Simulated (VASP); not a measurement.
Wanted: the native input for a VASP 6.6.1 run.

```yaml
Task: electric field gradients
Functional: PBE
Potentials_or_basis: VASP PAW PBE potentials, release 64 (Ag)
Cutoff: 520 eV
k_mesh: 15 × 15 × 15
Occupations: fermi-dirac, width 0.05 eV
Spin: no spin polarisation
Dipole_correction: no
Further_INCAR_settings: ALGO = Normal; EDIFF = 1e-08; NBANDS = 12
```

The structure of Ag lies in POSCAR:

```
Ag
1.0
    0.0204310000      2.0533155000      2.0533155000
    2.0533155000      0.0204310000      2.0533155000
    2.0533155000      2.0533155000      0.0204310000
Ag
1
Direct
    0.0000000000      0.0000000000      0.0000000000
```

This cell differs from its parent crystal: equal xy, yz and zx shear strains of +1 %.

These files were run (other wordings do the same):

INCAR

```
PREC = Accurate
ENCUT = 520
EDIFF = 1E-8
ISMEAR = -1
SIGMA = 0.05
LREAL = False
LASPH = True
NELM = 80
ALGO = Normal
ISIF = 2
LWAVE = False
LCHARG = False
GGA = PE
LEFG = True
NBANDS = 12
```

KPOINTS

```
Automatic mesh
0
Gamma
  15 15 15
```

Potentials or basis: VASP PAW PBE potentials, release 64 (Ag).

Launch:

```bash
$ cat potpaw_PBE.64/Ag/POTCAR > POTCAR
$ mpirun -np 1 vasp_std > vasp.out
```

Results of the run:

* Pressure: 4.4 GPa

Caveat: the cell differs from its parent crystal (equal xy, yz and zx shear strains of +1 %); without QUAD_EFG the Cq values of the log hold for a quadrupole moment of 1 mb, not for the nuclei.

It took 22 s on 1 thread of Intel(R) Xeon(R) 6975P-C (Granite Rapids), on a shared host, peak memory 0.19 GiB.
